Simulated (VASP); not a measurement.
## PrBe3Si: single point with PBE

Crystal: PrBe3Si.

```
CELL_PARAMETERS angstrom
2.82450 -3.13835 -0.52126
2.82450 3.13835 -0.52126
-1.99151 0.00000 4.99862
ATOMIC_POSITIONS crystal
Pr 0.50000 0.50000 0.00000
Be 0.67065 0.32935 0.50000
Be 0.32935 0.67065 0.50000
Be 0.00000 0.00000 0.50000
Si 0.00000 0.00000 0.00000
```

The cell was generated, and may not be a known phase.

| Item | Value |
| --- | --- |
| Program | VASP 6.6.1 |
| Task | single point |
| Functional | PBE |
| Potentials or basis | VASP PAW PBE potentials, release 64 (Pr_3, Be, Si), 4f in core |
| Cutoff | 600 eV |
| k mesh | 5 × 5 × 3 |
| Occupations | gaussian, width 0.2 eV |
| Spin | no spin polarisation |

The pressure is 0.2 GPa, the largest force is 0.018 eV/Å and the band gap on the k mesh is zero (an odd number of electrons rules out a gap without spin polarisation).

Forces in eV/Å, atoms in the order of the input:
```
Pr   0.000  0.000  0.000
Be   0.000 -0.018  0.000
Be   0.000  0.018  0.000
Be   0.000  0.000  0.000
Si   0.000  0.000  0.000
```

Stress tensor (GPa, compression positive):
```
 0.35  0.00 -0.52
 0.00 -0.13  0.00
-0.52  0.00  0.40
```

Levels at points of the mesh, in eV from the Fermi level:
| k point | band 9 | band 10 | band 11 | band 12 | band 13 | band 14 |
| --- | --- | --- | --- | --- | --- | --- |
| (0.00, 0.00, 0.00) | -0.70 | -0.42 | -0.07 | 0.57 | 0.88 | 1.93 |

Wall time 31 s on 1 thread of Intel(R) Xeon(R) Platinum 8488C (Sapphire Rapids), on a shared host, peak memory 0.26 GiB.

Caveat: the k points lie up to 0.44 Å⁻¹ apart, too coarse for converged energies and pressures of a metal; spin-orbit coupling is left out, which moves the levels of the heavy elements; the 4f electrons are frozen in the core, so they carry no moment and show no levels. Spin polarisation is off, so any magnetic state and its effect on volume and gap are missing.
